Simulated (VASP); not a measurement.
Runs of VASP 6.6.1 on Sn3Te. The structure is that of space group Pm-3m (No. 221), or close to it. The cells are those of the table. The cell was built from a structure type or drawn by symmetry, and may not be a known phase.

```csv
task,cell,k mesh,cutoff (eV),gap on the mesh (eV),pressure (GPa),relaxed volume (Å³/atom)
relaxation of cell and atoms,"relaxed from a = 4.865 Å, 4 atoms",10 × 10 × 10,600,none,0.0,29.00
single point,"a = 4.865 Å, 4 atoms",4 × 4 × 4,520,none,-0.1,-
single point,"a = 5.083 Å, 4 atoms",4 × 4 × 4,520,none,-3.9,-
single point,"a = 4.878 Å, 4 atoms",10 × 10 × 10,520,none,-0.1,-
relaxation of cell and atoms,"relaxed from a = 5.083 Å, 4 atoms",4 × 4 × 4,600,none,0.0,(a)
```

Alike in all rows: level PBE; potentials or basis VASP PAW PBE potentials, release 64 (Sn_d, Te); no spin polarisation; smearing gaussian 0.1 eV.

Question: Fill in the values left out.

Answer: (a) 28.75.

Caveats: spin-orbit coupling is left out, which moves the levels of the heavy elements; the cell stands under tension (at least some runs).

A k mesh can miss the band edges, and the runs leave out spin-orbit coupling on Sn, Te.

A gap of «none» marks levels without a gap at the run's occupations.
